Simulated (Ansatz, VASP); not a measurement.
## One calculation of In2O3, two programs

Contents of INCAR:

```
PREC     = Accurate       # precision mode
ENCUT    = 520            # plane-wave cutoff, eV
EDIFF    = 1E-8           # SCF threshold, eV
ISMEAR   = -1             # smearing method
SIGMA    = 0.01           # smearing width, eV
LREAL    = False          # projectors in reciprocal space
LASPH    = True           # aspherical terms in the spheres
NELM     = 100            # most SCF steps
ALGO     = Normal         # electronic algorithm
ISIF     = 2              # what is computed and relaxed
LWAVE    = False          # write WAVECAR
LCHARG   = False          # write CHGCAR
GGA      = PE             # functional
LEFG     = True         
NBANDS   = 55             # bands
```

Contents of KPOINTS:

```
regular mesh
0
Gamma
  6 6 6
```

POSCAR

```
In2O3
1.0
    2.7581043173      1.5923922700      4.8636867567
   -2.7581043173      1.5923922700      4.8636867567
    0.0000000000     -3.1847845401      4.8636867567
In O
4 6
Direct
    0.6428840000      0.6428840000      0.6428840000
    0.8571160000      0.8571160000      0.8571160000
    0.3571160000      0.3571160000      0.3571160000
    0.1428840000      0.1428840000      0.1428840000
    0.0464953000      0.7500000000      0.4535047000
    0.7500000000      0.4535047000      0.0464953000
    0.4535047000      0.0464953000      0.7500000000
    0.9535047000      0.2500000000      0.5464953000
    0.5464953000      0.9535047000      0.2500000000
    0.2500000000      0.5464953000      0.9535047000
```

Input for Ansatz:

```yaml
crystal:
  lattice:
    - [2.7581043173, 1.59239227, 4.8636867567]
    - [-2.7581043173, 1.59239227, 4.8636867567]
    - [0.0, -3.1847845401, 4.8636867567]
  atoms:
    - { symbol: In, position: [0.642884, 0.642884, 0.642884] }
    - { symbol: In, position: [0.857116, 0.857116, 0.857116] }
    - { symbol: In, position: [0.357116, 0.357116, 0.357116] }
    - { symbol: In, position: [0.142884, 0.142884, 0.142884] }
    - { symbol: O, position: [0.0464953, 0.75, 0.4535047] }
    - { symbol: O, position: [0.75, 0.4535047, 0.0464953] }
    - { symbol: O, position: [0.4535047, 0.0464953, 0.75] }
    - { symbol: O, position: [0.9535047, 0.25, 0.5464953] }
    - { symbol: O, position: [0.5464953, 0.9535047, 0.25] }
    - { symbol: O, position: [0.25, 0.5464953, 0.9535047] }
kpoints:
  mp_grid: { grid: [6, 6, 6] }
scf:
  occupations: { method: fermi_dirac, width: 0.01 }
hamiltonian:
  xc: pbe
  pseudopotentials: { kind: paw }
output:
  forces: true
  stress: true
  populations: true
  efg:
    quadrupole_moments_barn: { In: 0.772, O: -0.02558 }
    contact_densities: true
```

Alike in both runs: task electric field gradients; functional PBE; k mesh 6 × 6 × 6; occupations fermi-dirac, width 0.01 eV; no spin polarisation.

|  | VASP | Ansatz |
| --- | --- | --- |
| version | VASP 6.6.1 | Ansatz 0.2.0 |
| potentials or method | VASP PAW PBE potentials, release 64 (In_d, O) | plane-wave PAW, scalar-relativistic |
| plane-wave cutoff (eV) | 520 | 420 |
| valence electrons in the cell | 88 | 88 |

Ansatz gave:

| Property | Result |
| --- | --- |
| gap on the k mesh at the Fermi level (eV) | 1.19 |
| pressure (GPa) | 5.4 |
| traceless stress, the component that is largest in VASP (GPa) | -0.40 |
| rms of the force components (eV/Å) | 0.031 |
| size of Vzz on the site where it differs most (V/Å²) | 43.8 |

Problem. Estimate VASP's values.

Solution. gap on the k mesh at the Fermi level (eV): 1.18; pressure (GPa): 5.9; traceless stress, the component that is largest in VASP (GPa): -0.51; rms of the force components (eV/Å): 0.027; size of Vzz on the site where it differs most (V/Å²): 41.3.

Atom by atom the forces differ by 0.006 eV/Å (rms over components).
